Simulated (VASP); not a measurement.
## Se: single point with revPBE

Se:

```
Se
1.0
     0.00000    3.27938    3.27938
     3.27938    0.00000    3.27938
     3.27938    3.27938    0.00000
Se
2
Direct
  0.12500 0.12500 0.12500
  0.87500 0.87500 0.87500
```

This cell differs from its parent crystal: volume scaled by 1.08.

```yaml
Program: VASP 6.6.1
Task: single point
Functional: revPBE
Potentials_or_basis: VASP PAW PBE potentials, release 64 (Se)
Cutoff: 520 eV
k_mesh: 10 × 10 × 10
Occupations: fermi-dirac, width 0.1 eV
Spin: no spin polarisation
```

```
Pressure               : -2.3 GPa
Band gap on the k mesh : zero (band 6 reaches 1.54 eV, above the bottom of band 7 at 0.62 eV)
```

Levels at points of the mesh, in eV from the Fermi level:
| k point | band 4 | band 5 | band 6 | band 7 | band 8 | band 9 |
| --- | --- | --- | --- | --- | --- | --- |
| (0.00, 0.00, 0.00) | -3.02 | -3.02 | -0.60 | -0.60 | -0.60 | 4.75 |
| (0.50, 0.00, 0.00) | -3.62 | -3.62 | 0.33 | 0.33 | 1.26 | 7.09 |
| (0.50, 0.50, 0.00) | -4.28 | -1.70 | -1.70 | 1.78 | 1.78 | 6.38 |

Wall time 41 s on 1 thread of Intel Xeon 6975P-C, on a shared host, peak memory 0.21 GiB.

Caveat: the PAW data sets were made with another functional, which shifts forces and pressure a little.
